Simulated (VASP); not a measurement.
# MgO (zincblende type) (F-43m) in VASP: further runs

MgO (zincblende type) is run at these levels: PBE, PBE+D4; tasks: single point.

Program: VASP 6.6.1. These are calculated values, not measurements. Logs are shortened: lines on timing, memory, paths and dates and some standing lists are left out, and cuts for length are marked.

## Step 1: The cell of the first run

The structure is cubic, space group F-43m (No. 216). Conventional cell: a = 4.518 Å, b = 4.518 Å, c = 4.518 Å, α = 90.00°, β = 90.00°, γ = 90.00°. Within 2.6 Å of Mg (site symmetry -43m) lie 4 O at 1.96 Å. O (site symmetry -43m) has 4 Mg at 1.96 Å within 2.6 Å.

## Step 2: Single point, PBE (volume scaled by 0.9405)

INCAR

```
  ALGO = Normal
  EDIFF = 1E-6
  ENCUT = 520
  GGA = PE
  ISIF = 2
  ISMEAR = -1
  LASPH = True
  LCHARG = False
  LREAL = False
  LWAVE = False
  NBANDS = 11
  NELM = 100
  PREC = Accurate
  SIGMA = 0.08
```

KPOINTS

```
k-points
0
Gamma
  13 13 13
```

POSCAR

```
MgO
1.0
    0.0000000000      2.2592223707      2.2592223707
    2.2592223707      0.0000000000      2.2592223707
    2.2592223707      2.2592223707      0.0000000000
Mg O
1 1
Direct
    0.0000000000      0.0000000000      0.0000000000
    0.2500000000      0.2500000000      0.2500000000
```

Potentials or basis: VASP PAW PBE potentials, release 64 (Mg, O).

Launch:

```
cat potpaw_PBE.64/Mg/POTCAR potpaw_PBE.64/O/POTCAR > POTCAR
mpirun -np 1 vasp_std > vasp.out
```

OUTCAR:

```text
EDIFF = 1E-6
   ENCUT = 520
   GGA = PE
   ISIF = 2
   ISMEAR = -1
   LASPH = True
   LREAL = False
   NELM = 100
   PREC = Accurate

 ion  position               nearest neighbor table
   1  0.000  0.000  0.000-   2 1.96   2 1.96   2 1.96   2 1.96
   2  0.250  0.250  0.250-   1 1.96   1 1.96   1 1.96   1 1.96

  LATTYP: Found a face centered cubic cell.
 ALAT       =     4.5184447414

  Lattice vectors:

 A1 = (   0.0000000000,   2.2592223707,   2.2592223707)
 A2 = (   2.2592223707,   0.0000000000,   2.2592223707)
 A3 = (   2.2592223707,   2.2592223707,   0.0000000000)

Analysis of symmetry for initial positions (statically):
=====================================================================
 Subroutine PRICEL returns:
 Original cell was already a primitive cell.

 Routine SETGRP: Setting up the symmetry group for a
 face centered cubic supercell.

 Subroutine GETGRP returns: Found 24 space group operations
 (whereof 24 operations were pure point group operations)
 out of a pool of 48 trial point group operations.

The static configuration has the point symmetry T_d .

Analysis of symmetry for dynamics (positions and initial velocities):
=====================================================================
 Subroutine PRICEL returns:
 Original cell was already a primitive cell.

 Routine SETGRP: Setting up the symmetry group for a
 face centered cubic supercell.

 Subroutine GETGRP returns: Found 24 space group operations
 (whereof 24 operations were pure point group operations)
 out of a pool of 48 trial point group operations.

The dynamic configuration has the point symmetry T_d .

 Subroutine INISYM returns: Found 24 space group operations
 (whereof 24 operations are pure point group operations),
 and found     1 'primitive' translations

----------------------------------------------------------------------------------------

                                     Primitive cell

  volume of cell :      23.0625

  direct lattice vectors                    reciprocal lattice vectors
     0.000000000  2.259222371  2.259222371    -0.221315089  0.221315089  0.221315089
     2.259222371  0.000000000  2.259222371     0.221315089 -0.221315089  0.221315089
     2.259222371  2.259222371  0.000000000     0.221315089  0.221315089 -0.221315089

  length of vectors
     3.195022917  3.195022917  3.195022917     0.383328979  0.383328979  0.383328979

[... 86 lines left out ...]
   ISIF   =      2    stress and relaxation
   ISYM   =      2    0-nonsym 1-usesym 2-fastsym
   POTIM  = 0.5000    time-step for ionic-motion
   TEBEG  =    0.0;   TEEND  =   0.0 temperature during run
   PSTRESS=    0.0 pullay stress
   NELECT =       8.0000    total number of electrons
   NUPDOWN=      -1.0000    fix difference up-down
   EMIN   =  10.00;   EMAX   =-10.00  energy-range for DOS
   EFERMI =   0.00;   METHOD = LEGACY
   ISMEAR =    -1;   SIGMA  =   0.08  broadening in eV -4-tet -1-fermi 0-gaus
   EFERMI_NEDOS =   21; number of points for ismear=-14 and -15
   IALGO  =     38    algorithm
   IMIX   =      4    mixing-type and parameters
     AMIX     =   0.40;   BMIX     =  1.00
     AMIX_MAG =   1.60;   BMIX_MAG =  1.00
  volume/ion in A,a.u.               =      11.53        77.82
  Fermi-wavevector in a.u.,A,eV,Ry     =   1.150277  2.173709 18.002381  1.323138
  Thomas-Fermi vector in A             =   2.286942
   LORBIT       =      0    0 simple, 1 ext, 2 COOP (PROOUT), +10 PAW based schemes
   GGA     = PE    functional components
   LHFCALC =     F    Hartree Fock is set to
   AEXX    =    0.0000 exact exchange contribution
   IVDW    =     0    specifies the selected vdW correction
   LEPSILON=     F    determine dielectric tensor
   LRPA    =     F    only Hartree local field effects (RPA)
 non-spin polarized calculation
  energy-cutoff  :      520.00
  volume of cell :       23.06
 maximum number of plane-waves:       632
   NGX = 11   NGY = 11   NGZ = 11

 number of electron       8.0000006 magnetization

 Free energy of the ion-electron system (eV)
  ---------------------------------------------------
  ext. energy  EPLUGINS =         0.00000000
  ---------------------------------------------------
  free energy    TOTEN  =       -11.66841757 eV

  energy without entropy =      -11.66841757  energy(sigma->0) =      -11.66841757

 E-fermi :   2.8038     XC(G=0):  -9.8505

 val. band max:        0.9461085180   @ k =  -0.0769   0.0769   0.0000
 cond. band min:       4.7609355407   @ k =   0.0000   0.0000   0.0000
 fundamental gap:      3.8148270227
 Fermi energy:         2.8037690295

 k-point     1 :       0.0000    0.0000    0.0000
  band No.  band energies     occupation
      1     -15.0427      2.00000
      2       0.9459      2.00000
      3       0.9459      2.00000
      4       0.9459      2.00000
      5       4.7609      0.00000
      6      18.0955      0.00000
      7      18.0955      0.00000
      8      18.0955      0.00000
      9      21.5540      0.00000
     10      21.5546      0.00000
     11      21.7008      0.00000
[... 309 lines left out ...]
 k-point    24 :       0.4615    0.1538    0.0000
  band No.  band energies     occupation
      1     -14.3220      2.00000
      2      -1.7919      2.00000
      3       0.3737      2.00000
      4       0.6141      2.00000
      5       9.2437      0.00000
      6      11.7745      0.00000
      7      15.1291      0.00000
      8      16.4426      0.00000
      9      20.3226      0.00000
     10      23.5570      0.00000
     11      23.6629      0.00000

 [... further k-points ...]

------------------------ aborting loop because EDIFF is reached ----------------------------------------

  FORCE on cell =-STRESS in cart. coord.  units (eV):
  Direction    XX          YY          ZZ          XY          YZ          ZX
  --------------------------------------------------------------------------------------
  -------------------------------------------------------------------------------------
  Total        1.0987756      1.0987756      1.0987756      0.0000000      0.0000000      0.0000000
  in kB       76.3330540     76.3330540     76.3330540      0.0000000      0.0000000      0.0000000
  external PRESSURE =      76.3330540 kB  Pullay stress =       0.0000000 kB

 VOLUME and BASIS-vectors are now :
 -----------------------------------------------------------------------------
  energy-cutoff  :      520.00
  volume of cell :       23.06
      direct lattice vectors                 reciprocal lattice vectors
     0.000000000  2.259222371  2.259222371    -0.221315089  0.221315089  0.221315089
     2.259222371  0.000000000  2.259222371     0.221315089 -0.221315089  0.221315089
     2.259222371  2.259222371  0.000000000     0.221315089  0.221315089 -0.221315089

 POSITION                                       TOTAL-FORCE (eV/Angst)
 -----------------------------------------------------------------------------------
      0.00000      0.00000      0.00000        -0.000000      0.000000     -0.000000
      1.12961      1.12961      1.12961         0.000000     -0.000000      0.000000
 -----------------------------------------------------------------------------------
    total drift:                               -0.000001     -0.000001     -0.000001

  FREE ENERGIE OF THE ION-ELECTRON SYSTEM (eV)
  ---------------------------------------------------
  free  energy   TOTEN  =       -11.6684175714 eV

  energy  without entropy=      -11.6684175714  energy(sigma->0) =      -11.66841757
```

stdout:

```text
POSCAR found type information on POSCAR MgO
 POSCAR found :  2 types and       2 ions
 scaLAPACK will be used
 LDA part: xc-table for (Slater+PW92), standard interpolation
 POSCAR, INCAR and KPOINTS ok, starting setup
 FFT: planning ... GRIDC
 FFT: planning ... GRID_SOFT
 FFT: planning ... GRID
 WAVECAR not read
 entering main loop
```

It took 5.6 s on 1 thread of Intel Xeon 6975P-C (Granite Rapids), shared host; peak memory 0.15 GiB.

What came out:

| Property | Result |
| --- | --- |
| Free energy | -11.6684 eV |
| Pressure | 7.6 GPa |
| Band gap on the k mesh | 3.81 eV, direct |

Caveat: the cell differs from its parent crystal (volume scaled by 0.9405). A k mesh can miss the band edges.

## Step 3: Single point, PBE

INCAR

```
ALGO     = Normal         # electronic algorithm
EDIFF    = 1E-6           # SCF threshold, eV
ENCUT    = 520            # plane-wave cutoff, eV
GGA      = PE             # functional
ISIF     = 2              # what is computed and relaxed
ISMEAR   = -1             # smearing method
LASPH    = T              # aspherical terms in the spheres
LCHARG   = F              # write CHGCAR
LREAL    = F              # projectors in reciprocal space
LWAVE    = F              # write WAVECAR
NBANDS   = 11             # bands
NELM     = 100            # most SCF steps
PREC     = Accurate       # precision mode
SIGMA    = 0.08           # smearing width, eV
```

KPOINTS is that of step 2.

POSCAR

```
MgO
1.0
    0.0000000000      2.2904179488      2.2904179488
    2.2904179488      0.0000000000      2.2904179488
    2.2904179488      2.2904179488      0.0000000000
Mg O
1 1
Direct
    0.0000000000      0.0000000000      0.0000000000
    0.2500000000      0.2500000000      0.2500000000
```

Potentials or basis: VASP PAW PBE potentials, release 64 (Mg, O).

Launch:

```
cat potpaw_PBE.64/Mg/POTCAR potpaw_PBE.64/O/POTCAR > POTCAR
mpirun -np 1 vasp_std > vasp.out
```

OUTCAR:

```text
EDIFF = 1E-6
   ENCUT = 520
   GGA = PE
   ISIF = 2
   ISMEAR = -1
   LASPH = T
   LREAL = F
   NELM = 100
   PREC = Accurate

 ion  position               nearest neighbor table
   1  0.000  0.000  0.000-   2 1.98   2 1.98   2 1.98   2 1.98
   2  0.250  0.250  0.250-   1 1.98   1 1.98   1 1.98   1 1.98

  LATTYP: Found a face centered cubic cell.
 ALAT       =     4.5808358976

  Lattice vectors:

 A1 = (   0.0000000000,   2.2904179488,   2.2904179488)
 A2 = (   2.2904179488,   0.0000000000,   2.2904179488)
 A3 = (   2.2904179488,   2.2904179488,   0.0000000000)

Analysis of symmetry for initial positions (statically):
=====================================================================
 Subroutine PRICEL returns:
 Original cell was already a primitive cell.

 Routine SETGRP: Setting up the symmetry group for a
 face centered cubic supercell.

 Subroutine GETGRP returns: Found 24 space group operations
 (whereof 24 operations were pure point group operations)
 out of a pool of 48 trial point group operations.

The static configuration has the point symmetry T_d .
[... 169 lines left out ...]
      1     -15.1376      2.00000
      2       0.7311      2.00000
      3       0.7311      2.00000
      4       0.7311      2.00000
      5       4.3103      0.00000
      6      17.4249      0.00000
      7      17.4249      0.00000
      8      17.4249      0.00000
      9      20.9469      0.00000
     10      20.9469      0.00000
     11      21.0159      0.00000
[... 309 lines left out ...]
 k-point    24 :       0.4615    0.1538    0.0000
  band No.  band energies     occupation
      1     -14.4772      2.00000
      2      -1.9127      2.00000
      3       0.1734      2.00000
      4       0.4051      2.00000
      5       8.7779      0.00000
      6      11.2581      0.00000
      7      14.5206      0.00000
      8      15.8670      0.00000
      9      19.5727      0.00000
     10      22.7714      0.00000
     11      22.8521      0.00000

 [... further k-points ...]

------------------------ aborting loop because EDIFF is reached ----------------------------------------

  FORCE on cell =-STRESS in cart. coord.  units (eV):
  Direction    XX          YY          ZZ          XY          YZ          ZX
  --------------------------------------------------------------------------------------
  -------------------------------------------------------------------------------------
  Total        0.3090217      0.3090217      0.3090217     -0.0000000     -0.0000000     -0.0000000
  in kB       20.6027543     20.6027543     20.6027543     -0.0000000     -0.0000000     -0.0000000
  external PRESSURE =      20.6027543 kB  Pullay stress =       0.0000000 kB

 VOLUME and BASIS-vectors are now :
 -----------------------------------------------------------------------------
  energy-cutoff  :      520.00
  volume of cell :       24.03
      direct lattice vectors                 reciprocal lattice vectors
     0.000000000  2.290417949  2.290417949    -0.218300769  0.218300769  0.218300769
     2.290417949  0.000000000  2.290417949     0.218300769 -0.218300769  0.218300769
     2.290417949  2.290417949  0.000000000     0.218300769  0.218300769 -0.218300769

 POSITION                                       TOTAL-FORCE (eV/Angst)
 -----------------------------------------------------------------------------------
      0.00000      0.00000      0.00000         0.000000      0.000000      0.000000
      1.14521      1.14521      1.14521        -0.000000     -0.000000     -0.000000
 -----------------------------------------------------------------------------------
    total drift:                               -0.000000     -0.000000     -0.000000

  FREE ENERGIE OF THE ION-ELECTRON SYSTEM (eV)
  ---------------------------------------------------
  free  energy   TOTEN  =       -11.6981515304 eV

  energy  without entropy=      -11.6981515303  energy(sigma->0) =      -11.69815153
```

Wall time 5.9 s (1 thread of Intel Xeon 6975P-C (Granite Rapids), shared host); peak memory 0.14 GiB.

What came out:

```
Free energy            : -11.6982 eV
Pressure               : 2.1 GPa
Band gap on the k mesh : 3.58 eV, direct
```

Levels at points of the mesh, in eV from the valence-band top:
| k point | band 2 | band 3 | band 4 | band 5 | band 6 | band 7 |
| --- | --- | --- | --- | --- | --- | --- |
| (0.00, 0.00, 0.00) | 0.00 | 0.00 | 0.00 | 3.58 | 16.69 | 16.69 |

A k mesh can miss the band edges.

## Step 4: Single point, PBE+D4

This run uses another cell than the first one, of 12.02 Å³/atom, 1.042 times its volume.

INCAR

```
  ALGO = Normal
  EDIFF = 1E-6
  ENCUT = 520
  GGA = PE
  ISIF = 2
  ISMEAR = -1
  IVDW = 13
  LASPH = T
  LCHARG = F
  LREAL = F
  LWAVE = F
  NBANDS = 11
  NELM = 80
  PREC = Accurate
  SIGMA = 0.08
```

KPOINTS is that of step 3.

POSCAR is that of step 3.

Launch:

```
cat potpaw_PBE.64/Mg/POTCAR potpaw_PBE.64/O/POTCAR > POTCAR
mpirun -np 1 vasp_std > vasp.out
```

Run time: 6.3 s. Hardware: 1 thread of Intel Xeon 6975P-C (Granite Rapids), shared host; peak memory 0.15 GiB.

Results (log left out):

| Quantity | Value |
| --- | --- |
| Free energy | -11.9675 eV |
| Pressure | -0.1 GPa |
| Band gap on the k mesh | 3.58 eV, direct |
| Dispersion energy per atom | -0.135 eV |

Levels at points of the mesh, in eV from the valence-band top:
```csv
k point,band 1,band 2,band 3,band 4,band 5,band 6,band 7,band 8,band 9
"(0.00, 0.00, 0.00)",-15.87,0.00,0.00,0.00,3.58,16.69,16.69,16.69,20.22
```

A k mesh can miss the band edges. A hybrid or GW would open this gap; PBE tends to underestimate it.

[end of part 1 of 2]
